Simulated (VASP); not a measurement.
Wanted: the native input for a VASP 6.6.1 run.

```
Task                   : relaxation of cell and atoms
Functional             : r2SCAN
Potentials or basis    : VASP PAW PBE potentials, release 64 (Ta_pv)
Cutoff                 : 600 eV
k mesh                 : 11 × 11 × 11
Occupations            : fermi-dirac, width 0.05 eV
Spin                   : no spin polarisation
Dipole correction      : no
Further INCAR settings : ALGO = Normal; EDIFF = 1e-06; IBRION = 2; EDIFFG = -0.01; NSW = 60; ISIF = 3
```

Ta:

```
Ta
1.0
    -1.65128    1.65128    1.65128
     1.65128   -1.65128    1.65128
     1.65128    1.65128   -1.65128
Ta
1
Direct
  0.00000 0.00000 0.00000
```

These files were run (other wordings do the same):

POSCAR

```
Ta
1.0
   -1.6512800000      1.6512800000      1.6512800000
    1.6512800000     -1.6512800000      1.6512800000
    1.6512800000      1.6512800000     -1.6512800000
Ta
1
Direct
    0.0000000000      0.0000000000      0.0000000000
```

INCAR.step1

```
ALGO = Normal ; EDIFF = 1E-4
ENCUT = 600 ; GGA = PE
ISMEAR = -1 ; LASPH = True
LCHARG = False ; LREAL = False
LWAVE = True ; NELM = 60
PREC = Accurate ; SIGMA = 0.05
```

INCAR.step2

```
ALGO = Normal ; EDIFF = 1E-6
EDIFFG = -0.01 ; ENCUT = 600
IBRION = 2 ; ISIF = 3
ISMEAR = -1 ; ISTART = 1
LASPH = True ; LCHARG = False
LMIXTAU = True ; LREAL = False
LWAVE = False ; METAGGA = R2SCAN
NELM = 60 ; NSW = 60
PREC = Accurate ; SIGMA = 0.05
```

KPOINTS

```
k-points
0
Gamma
  11 11 11
```

Potentials or basis: VASP PAW PBE potentials, release 64 (Ta_pv).

Launch:

```console
$ cat potpaw_PBE.64/Ta_pv/POTCAR > POTCAR
$ cp INCAR.step1 INCAR
$ mpirun -np 1 vasp_std > vasp.out
$ cp INCAR.step2 INCAR
$ mpirun -np 1 vasp_std > vasp.out
```

Results of the run:

| Property | Result |
| --- | --- |
| Relaxed volume | 18.07 Å³/atom |
| Relaxed cell | a = 2.863 Å, b = 2.863 Å, c = 2.863 Å, α = 109.47°, β = 109.47°, γ = 109.47° |
| Space group after relaxing (to 0.05 Å) | Im-3m (No. 229) |
| Energy gained by relaxing | 0.1 meV/atom |
| Ionic steps | 3 |
| Pressure after relaxing | 0.0 GPa |

Caveat: the PAW data sets were made with another functional, which shifts forces and pressure a little.

Wall time 49 s on 1 thread of Intel(R) Xeon(R) Platinum 8488C (Sapphire Rapids) (shared host), peak memory 0.15 GiB.
